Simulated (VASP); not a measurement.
# BN (P6_3mc) in VASP: a series of runs

The runs below take BN through single point, with RPBE, revPBE+D4, PBE+D3(BJ).

All numbers are computed with VASP 6.6.1; they aren't measurements. Logs are shortened: lines on timing, memory, paths and dates and some standing lists are left out, and cuts for length are marked.

## (1) The cell of the first run

Symmetry: P6_3mc, No. 186, hexagonal system. The conventional cell has a = 2.585 Å, b = 2.585 Å, c = 4.274 Å, α = 90.00°, β = 90.00°, γ = 120.00°. Within 2.1 Å of B (site symmetry 3m) lie 4 N at 1.59 to 1.60 Å. Within 2.1 Å of N (site symmetry 3m) lie 4 B at 1.59 to 1.60 Å.

## (2) Single point, RPBE (volume scaled by 1.02)

Input file INCAR:

```
SYSTEM = BN
PREC = Accurate ; ENCUT = 600
EDIFF = 1E-6 ; ISMEAR = 0
SIGMA = 0.05 ; LREAL = .False.
LASPH = .True. ; NELM = 120
ALGO = Normal ; ISIF = 2
LWAVE = .False. ; LCHARG = .False.
GGA = RP ; NBANDS = 16
GGA_COMPAT = .False.
```

Input file KPOINTS:

```
regular mesh
0
Gamma
  10 10 6
  0 0 0
```

Input file POSCAR:

```
BN
1.0
    2.5852398370      0.0000000000      0.0000000000
   -1.2926199185      2.2388833737      0.0000000000
    0.0000000000      0.0000000000      4.2737531852
B N
2 2
Direct
    0.6666666667      0.3333333333      0.0001136907
    0.3333333333      0.6666666667      0.5001136907
    0.6666666667      0.3333333333      0.3748863093
    0.3333333333      0.6666666667      0.8748863093
```

Potentials or basis: VASP PAW PBE potentials, release 64 (B, N).

Command:

```sh
> cat potpaw_PBE.64/B/POTCAR potpaw_PBE.64/N/POTCAR > POTCAR
> mpirun -np 1 vasp_std > vasp.out
```

OUTCAR:

```text
SYSTEM = BN
   PREC = Accurate
   ENCUT = 600
   EDIFF = 1E-6
   ISMEAR = 0
   LREAL = .False.
   LASPH = .True.
   NELM = 120
   ISIF = 2
   GGA = RP

 ion  position               nearest neighbor table
   1  0.667  0.333  0.000-   4 1.59   4 1.59   4 1.59   3 1.60
   2  0.333  0.667  0.500-   3 1.59   3 1.59   3 1.59   4 1.60
   3  0.667  0.333  0.375-   2 1.59   2 1.59   2 1.59   1 1.60
   4  0.333  0.667  0.875-   1 1.59   1 1.59   1 1.59   2 1.60

  LATTYP: Found a hexagonal cell.
 ALAT       =     2.5852398370
 C/A-ratio  =     1.6531360549

  Lattice vectors:

 A1 = (   2.5852398370,   0.0000000000,   0.0000000000)
 A2 = (  -1.2926199185,   2.2388833737,   0.0000000000)
 A3 = (   0.0000000000,   0.0000000000,   4.2737531852)

Analysis of symmetry for initial positions (statically):
=====================================================================
 Subroutine PRICEL returns:
 Original cell was already a primitive cell.

 Routine SETGRP: Setting up the symmetry group for a
 hexagonal supercell.

 Subroutine GETGRP returns: Found 12 space group operations
 (whereof  6 operations were pure point group operations)
 out of a pool of 24 trial point group operations.

The static configuration has the point symmetry C_3v.
 The point group associated with its full space group is C_6v.

Analysis of symmetry for dynamics (positions and initial velocities):
=====================================================================
 Subroutine PRICEL returns:
 Original cell was already a primitive cell.

 Routine SETGRP: Setting up the symmetry group for a
 hexagonal supercell.

 Subroutine GETGRP returns: Found 12 space group operations
 (whereof  6 operations were pure point group operations)
 out of a pool of 24 trial point group operations.

The dynamic configuration has the point symmetry C_3v.
 The point group associated with its full space group is C_6v.

 Subroutine INISYM returns: Found 12 space group operations
 (whereof  6 operations are pure point group operations),
 and found     1 'primitive' translations

----------------------------------------------------------------------------------------

                                     Primitive cell

  volume of cell :      24.7367

  direct lattice vectors                    reciprocal lattice vectors
     2.585239837  0.000000000  0.000000000     0.386811307  0.223325612  0.000000000
    -1.292619919  2.238883374  0.000000000     0.000000000  0.446651224  0.000000000
     0.000000000  0.000000000  4.273753185     0.000000000  0.000000000  0.233986371

  length of vectors
     2.585239837  2.585239837  4.273753185     0.446651224  0.446651224  0.233986371

  position of ions in fractional coordinates (direct lattice)
     0.666666667  0.333333333  0.000113691
     0.333333333  0.666666667  0.500113691
     0.666666667  0.333333333  0.374886309
     0.333333333  0.666666667  0.874886309

  ion indices of the primitive-cell ions
   primitive index   ion index
                 1           1
                 2           2
                 3           3
                 4           4

----------------------------------------------------------------------------------------

 KPOINTS: regular mesh

Automatic generation of k-mesh.
 Grid dimensions read from file:
 generate k-points for:   10   10    6

 Generating k-lattice:

  Cartesian coordinates                     Fractional coordinates (reciprocal lattice)
     0.038681131  0.022332561  0.000000000     0.100000000  0.000000000  0.000000000
     0.000000000  0.044665122  0.000000000     0.000000000  0.100000000  0.000000000
     0.000000000  0.000000000  0.038997729     0.000000000  0.000000000  0.166666667

  Length of vectors
     0.044665122  0.044665122  0.038997729

  Shift w.r.t. Gamma in fractional coordinates (k-lattice)
     0.000000000  0.000000000  0.000000000

 Subroutine IBZKPT returns following result:
 ===========================================

 Found     56 irreducible k-points:

 Following reciprocal coordinates:
            Coordinates               Weight
  0.000000  0.000000  0.000000      1.000000
  0.100000  0.000000  0.000000      6.000000
  0.200000  0.000000  0.000000      6.000000
  0.300000  0.000000  0.000000      6.000000
  0.400000  0.000000  0.000000      6.000000
  0.500000  0.000000  0.000000      3.000000
[... 16 lines left out ...]
  0.300000  0.100000  0.166667     24.000000
  0.400000  0.100000  0.166667     24.000000
 [... further k-points ...]
   k-points           NKPTS =     56   k-points in BZ     NKDIM =     56   number of bands    NBANDS=     16
   number of dos      NEDOS =    301   number of ions     NIONS =      4
   total plane-waves  NPLWV =  20736
   dimension x,y,z NGX =    24 NGY =   24 NGZ =   36
   dimension x,y,z NGXF=    48 NGYF=   48 NGZF=   72
   ions per type =               2   2
   NGX,Y,Z   is equivalent  to a cutoff of  15.43, 15.43, 14.00 a.u.
[... 68 lines left out ...]
  band No.  band energies     occupation
      1     -12.8416      2.00000
      2      -8.9116      2.00000
      3      -3.3830      2.00000
      4       5.0771      2.00000
      5       5.0771      2.00000
      6       6.8689      2.00000
[... 8 lines left out ...]
     15      18.7214      0.00000
     16      22.8652      0.00000

 k-point     2 :       0.1000    0.0000    0.0000
  band No.  band energies     occupation
      1     -12.6326      2.00000
      2      -8.7537      2.00000
      3      -3.1747      2.00000
      4       4.1290      2.00000
      5       4.7020      2.00000
      6       6.3090      2.00000
[... 8 lines left out ...]
     15      19.3161      0.00000
     16      22.5650      0.00000

 k-point     3 :       0.2000    0.0000    0.0000
  band No.  band energies     occupation
      1     -12.0164      2.00000
      2      -8.3152      2.00000
      3      -2.5624      2.00000
      4       2.0248      2.00000
      5       3.8901      2.00000
      6       4.4758      2.00000
[... 8 lines left out ...]
     15      20.7833      0.00000
     16      21.8842      0.00000

 k-point     4 :       0.3000    0.0000    0.0000
  band No.  band energies     occupation
      1     -11.0358      2.00000
      2      -7.7461      2.00000
      3      -1.5960      2.00000
      4      -0.1946      2.00000
      5       2.3791      2.00000
      6       3.0881      2.00000
[... 8 lines left out ...]
     15      22.3737      0.00000
     16      22.4994      0.00000

 k-point     5 :       0.4000    0.0000    0.0000
  band No.  band energies     occupation
      1      -9.8192      2.00000
      2      -7.4631      2.00000
      3      -1.7159      2.00000
      4      -0.4533      2.00000
      5       0.5740      2.00000
      6       2.5390      2.00000
[... 8 lines left out ...]
     15      22.7101      0.00000
     16      23.8496      0.00000

 k-point     6 :       0.5000    0.0000    0.0000
  band No.  band energies     occupation
      1      -8.9743      2.00000
      2      -7.7126      2.00000
      3      -2.0777      2.00000
      4      -0.4480      2.00000
      5       0.4468      2.00000
      6       2.3465      2.00000
[... 8 lines left out ...]
     15      23.1383      0.00000
     16      24.3578      0.00000
[... 267 lines left out ...]
 k-point    21 :       0.1000    0.1000    0.1667
  band No.  band energies     occupation
      1     -12.0631      2.00000
      2      -8.9337      2.00000
      3      -2.0328      2.00000
      4       2.9767      2.00000
      5       3.8351      2.00000
      6       4.8563      2.00000
[... 8 lines left out ...]
     15      20.3515      0.00000
     16      21.9868      0.00000

 k-point    22 :       0.2000    0.1000    0.1667
  band No.  band energies     occupation
      1     -11.2686      2.00000
      2      -8.3528      2.00000
      3      -1.4131      2.00000
      4       1.1183      2.00000
      5       2.4100      2.00000
      6       3.4658      2.00000
[... 8 lines left out ...]
     15      21.6102      0.00000
     16      22.1642      0.00000

 k-point    23 :       0.3000    0.1000    0.1667
  band No.  band energies     occupation
      1     -10.1677      2.00000
      2      -7.7458      2.00000
      3      -1.4330      2.00000
      4       0.1168      2.00000
      5       0.9197      2.00000
      6       2.3655      2.00000
[... 8 lines left out ...]
     15      22.4906      0.00000
     16      22.9445      0.00000

 k-point    24 :       0.4000    0.1000    0.1667
  band No.  band energies     occupation
      1      -9.0232      2.00000
      2      -7.6189      2.00000
      3      -2.2111      2.00000
      4      -0.6324      2.00000
      5       0.9962      2.00000
      6       1.9714      2.00000
[... 8 lines left out ...]
     15      23.3476      0.00000
     16      23.6603      0.00000

 [... further k-points ...]

------------------------ aborting loop because EDIFF is reached ----------------------------------------

  FORCE on cell =-STRESS in cart. coord.  units (eV):
  Direction    XX          YY          ZZ          XY          YZ          ZX
  --------------------------------------------------------------------------------------
  -------------------------------------------------------------------------------------
  Total       -1.0630923     -1.0630923     -1.0680884      0.0000000      0.0000000      0.0000000
  in kB      -68.8556835    -68.8556835    -69.1792808      0.0000000      0.0000000      0.0000000
  external PRESSURE =     -68.9635493 kB  Pullay stress =       0.0000000 kB

 VOLUME and BASIS-vectors are now :
 -----------------------------------------------------------------------------
  energy-cutoff  :      600.00
  volume of cell :       24.74
      direct lattice vectors                 reciprocal lattice vectors
     2.585239837  0.000000000  0.000000000     0.386811307  0.223325612  0.000000000
    -1.292619919  2.238883374  0.000000000     0.000000000  0.446651224  0.000000000
     0.000000000  0.000000000  4.273753185     0.000000000  0.000000000  0.233986371

 POSITION                                       TOTAL-FORCE (eV/Angst)
 -----------------------------------------------------------------------------------
      1.29262      0.74629      0.00049         0.000000     -0.000000     -0.006528
     -0.00000      1.49259      2.13736        -0.000000     -0.000000     -0.006528
      1.29262      0.74629      1.60217         0.000000     -0.000000      0.006528
     -0.00000      1.49259      3.73905        -0.000000      0.000000      0.006528
 -----------------------------------------------------------------------------------
    total drift:                                0.000000     -0.000000     -0.000235

  FREE ENERGIE OF THE ION-ELECTRON SYSTEM (eV)
  ---------------------------------------------------
  free  energy   TOTEN  =       -33.1832306744 eV

  energy  without entropy=      -33.1832306744  energy(sigma->0) =      -33.18323067
```

It took 44 s on 1 thread of Intel Xeon 8259CL, shared host; peak memory 0.16 GiB.

Results:

| Property | Result |
| --- | --- |
| Free energy | -33.1832 eV |
| Pressure | -6.9 GPa |
| Largest force | 0.007 eV/Å |
| Band gap on the k mesh | 5.53 eV, indirect (least direct gap 8.11 eV) |

Forces on the atoms (eV/Å):
```
B    0.000  0.000 -0.007
B    0.000  0.000 -0.007
N    0.000  0.000  0.007
N    0.000  0.000  0.007
```

Levels at points of the mesh, in eV from the valence-band top:
```
           k point  band 4  band 5  band 6  band 7  band 8  band 9  band 10  band 11  band 12  band 13
(0.00, 0.00, 0.00)   -2.03   -2.03   -0.24    0.00    0.00    8.24     8.24     8.39     8.96    10.13
(0.50, 0.00, 0.00)   -7.55   -6.66   -4.76   -4.17   -2.02    6.58     7.89    10.43    11.05    12.52
(0.00, 0.00, 0.50)   -5.53   -1.12   -1.12   -1.12   -1.12    9.09     9.09     9.74     9.74     9.74
(0.50, 0.00, 0.50)   -9.66   -3.59   -3.59   -3.41   -3.41    6.47     6.47     9.76     9.76    13.91
```

Caveat: the cell differs from its parent crystal (volume scaled by 1.02); the PAW data sets were made with another functional, which shifts forces and pressure a little. A k mesh can miss the band edges.

## (3) Single point, revPBE+D4 (volume scaled by 1.04)

Input file INCAR:

```
PREC = Accurate
ENCUT = 600
EDIFF = 1E-6
ISMEAR = 0
SIGMA = 0.05
LREAL = F
LASPH = T
NELM = 120
ALGO = Normal
ISIF = 2
LWAVE = F
LCHARG = F
GGA = RE
IVDW = 13
NBANDS = 16
GGA_COMPAT = F
```

Input file KPOINTS:

```
Automatic mesh
0
Gamma
  10 10 6
```

Input file POSCAR:

```
BN
1.0
    2.5667541959      0.0000000000      0.0000000000
   -1.2833770979      2.2228743390      0.0000000000
    0.0000000000      0.0000000000      4.2452829127
B N
2 2
Direct
    0.6666666667      0.3333333333      0.0001390174
    0.3333333333      0.6666666667      0.5001390174
    0.6666666667      0.3333333333      0.3748609826
    0.3333333333      0.6666666667      0.8748609826
```

Potentials or basis: VASP PAW PBE potentials, release 64 (B, N).

Command:

```sh
> cat potpaw_PBE.64/B/POTCAR potpaw_PBE.64/N/POTCAR > POTCAR
> mpirun -np 1 vasp_std > vasp.out
```

It took 50 s on 1 thread of Intel Xeon 8259CL, shared host; peak memory 0.16 GiB.

Results (log left out):

* Free energy: -35.6388 eV
* Pressure: -14.3 GPa
* Largest force: 0.008 eV/Å
* Band gap on the k mesh: 5.48 eV, indirect (least direct gap 8.20 eV)
* Dispersion energy per atom: -0.538 eV

Forces in eV/Å, atoms in the order of the input:
```
B    0.000  0.000  0.008
B    0.000  0.000  0.008
N    0.000  0.000 -0.008
N    0.000  0.000 -0.008
```

Stress tensor (GPa, compression positive):
```
-14.27   0.00   0.00
  0.00 -14.27   0.00
  0.00   0.00 -14.44
```

Levels at points of the mesh, in eV from the valence-band top:
```csv
k point,band 5,band 6,band 7,band 8,band 9,band 10,band 11,band 12
"(0.00, 0.00, 0.00)",-2.07,-0.25,0.00,0.00,8.32,8.32,8.50,9.22
"(0.50, 0.00, 0.00)",-6.78,-4.86,-4.28,-2.06,6.65,7.93,10.53,11.26
"(0.00, 0.00, 0.50)",-1.15,-1.15,-1.15,-1.15,9.29,9.29,9.84,9.84
"(0.50, 0.00, 0.50)",-3.67,-3.67,-3.49,-3.49,6.53,6.53,9.89,9.89
```

Caveat: the cell differs from its parent crystal (volume scaled by 1.04); the PAW data sets were made with another functional, which shifts forces and pressure a little. A k mesh can miss the band edges.

## (4) Single point, PBE+D3(BJ) (volume scaled by 1.04)

Input file INCAR:

```
SYSTEM = BN
  PREC = Accurate
  ENCUT = 600
  EDIFF = 1E-6
  ISMEAR = 0
  SIGMA = 0.05
  LREAL = .False.
  LASPH = .True.
  NELM = 120
  ALGO = Normal
  ISIF = 2
  LWAVE = .False.
  LCHARG = .True.
  GGA = PE
  IVDW = 12
  LELF = .True.
  LVHAR = .True.
  NBANDS = 16
  GGA_COMPAT = .False.
```

Input file KPOINTS:

```
regular mesh
0
Gamma
  10 10 6
  0 0 0
```

Input file POSCAR:

```
BN
1.0
    2.5751649716      0.0000000000      0.0000000000
   -1.2875824858      2.2301582843      0.0000000000
    0.0000000000      0.0000000000      4.2585842716
B N
2 2
Direct
    0.6666666667      0.3333333333      0.0000677867
    0.3333333333      0.6666666667      0.5000677867
    0.6666666667      0.3333333333      0.3749322133
    0.3333333333      0.6666666667      0.8749322133
```

Command:

```sh
> cat potpaw_PBE.64/B/POTCAR potpaw_PBE.64/N/POTCAR > POTCAR
> mpirun -np 1 vasp_std > vasp.out
```

Run time: 44 s. Hardware: 1 thread of Intel Xeon 8259CL, shared host; peak memory 0.18 GiB.

Results (log left out):

| Item | Value |
| --- | --- |
| Free energy | -35.6336 eV |
| Pressure | -14.0 GPa |
| Largest force | 0.005 eV/Å |
| Band gap on the k mesh | 5.45 eV, indirect (least direct gap 8.11 eV) |
| Dispersion energy per atom | -0.202 eV |

Forces on the atoms (eV/Å):
```
B    0.000  0.000  0.005
B    0.000  0.000  0.005
N    0.000  0.000 -0.005
N    0.000  0.000 -0.005
```

Stress tensor (GPa, compression positive):
```
-13.95   0.00   0.00
  0.00 -13.95   0.00
  0.00   0.00 -14.06
```

Levels at points of the mesh, in eV from the valence-band top:
```tsv
k point	band 6	band 7	band 8	band 9	band 10	band 11
(0.00, 0.00, 0.00)	-0.24	0.00	0.00	8.24	8.24	8.40
(0.50, 0.00, 0.00)	-4.81	-4.23	-2.04	6.59	7.87	10.45
(0.00, 0.00, 0.50)	-1.13	-1.13	-1.13	9.18	9.18	9.75
(0.50, 0.00, 0.50)	-3.64	-3.45	-3.45	6.47	6.47	9.81
```

Caveat: the cell differs from its parent crystal (volume scaled by 1.04).

## (5) Single point, RPBE

This run uses another cell than the first one, of 6.39 Å³/atom, 1.033 times its volume.

Input file INCAR:

```
ALGO = Normal
EDIFF = 1E-6
ENCUT = 600
GGA = RP
GGA_COMPAT = False
ISIF = 2
ISMEAR = 0
LASPH = True
LCHARG = False
LREAL = False
LWAVE = False
NBANDS = 16
NELM = 120
PREC = Accurate
SIGMA = 0.05
```

Input file KPOINTS:

```
k-points
0
Gamma
  10 10 6
```

Input file POSCAR:

```
BN
1.0
    2.6139348531      0.0000000000      0.0000000000
   -1.3069674265      2.2637339866      0.0000000000
    0.0000000000      0.0000000000      4.3186757680
B N
2 2
Direct
    0.6666666667      0.3333333333      0.0000370998
    0.3333333333      0.6666666667      0.5000370998
    0.6666666667      0.3333333333      0.3749629002
    0.3333333333      0.6666666667      0.8749629002
```

Command:

```sh
> cat potpaw_PBE.64/B/POTCAR potpaw_PBE.64/N/POTCAR > POTCAR
> mpirun -np 1 vasp_std > vasp.out
```

Run time: 55 s. Hardware: 1 thread of Intel Xeon 8259CL, shared host; peak memory 0.16 GiB.

Results (log left out):

```
Free energy            : -33.1230 eV
Pressure               : -17.1 GPa
Largest force          : 0.015 eV/Å
Band gap on the k mesh : 5.58 eV, indirect (least direct gap 7.94 eV)
```

Forces on the atoms (eV/Å):
```
B    0.000  0.000 -0.015
B    0.000  0.000 -0.015
N    0.000  0.000  0.015
N    0.000  0.000  0.015
```

Stress tensor (GPa, compression positive):
```
-17.25   0.00   0.00
  0.00 -17.25   0.00
  0.00   0.00 -16.89
```

Levels at points of the mesh, in eV from the valence-band top:
```tsv
k point	band 6	band 7	band 8	band 9	band 10	band 11
(0.00, 0.00, 0.00)	-0.22	0.00	0.00	8.11	8.11	8.19
(0.50, 0.00, 0.00)	-4.61	-4.01	-1.95	6.46	7.79	10.26
(0.00, 0.00, 0.50)	-1.09	-1.09	-1.09	8.78	8.78	9.56
(0.50, 0.00, 0.50)	-3.48	-3.30	-3.30	6.35	6.35	9.54
```

Caveat: the PAW data sets were made with another functional, which shifts forces and pressure a little.

## (6) Overview

```csv
level,cell,gap on the mesh (eV),pressure (GPa),largest force (eV/Å)
RPBE,"a = 2.585, b = 2.585, c = 4.274 Å, angles 90.0, 90.0, 120.0°, 4 atoms",5.53,-6.9,0.01
revPBE+D4,"a = 2.567, b = 2.567, c = 4.245 Å, angles 90.0, 90.0, 120.0°, 4 atoms",5.48,-14.3,0.01
PBE+D3(BJ),"a = 2.575, b = 2.575, c = 4.259 Å, angles 90.0, 90.0, 120.0°, 4 atoms",5.45,-14.0,0.01
RPBE,"a = 2.614, b = 2.614, c = 4.319 Å, angles 90.0, 90.0, 120.0°, 4 atoms",5.58,-17.1,0.01
```

Alike in all rows: task single point; potentials or basis VASP PAW PBE potentials, release 64 (B, N); no spin polarisation; k mesh 10 × 10 × 6; cutoff (eV) 600; smearing gaussian 0.05 eV.

Caveats: the PAW data sets were made with another functional, which shifts forces and pressure a little (some runs).

Total energies depend on the potentials used, so only differences within one code and one set of settings carry meaning.
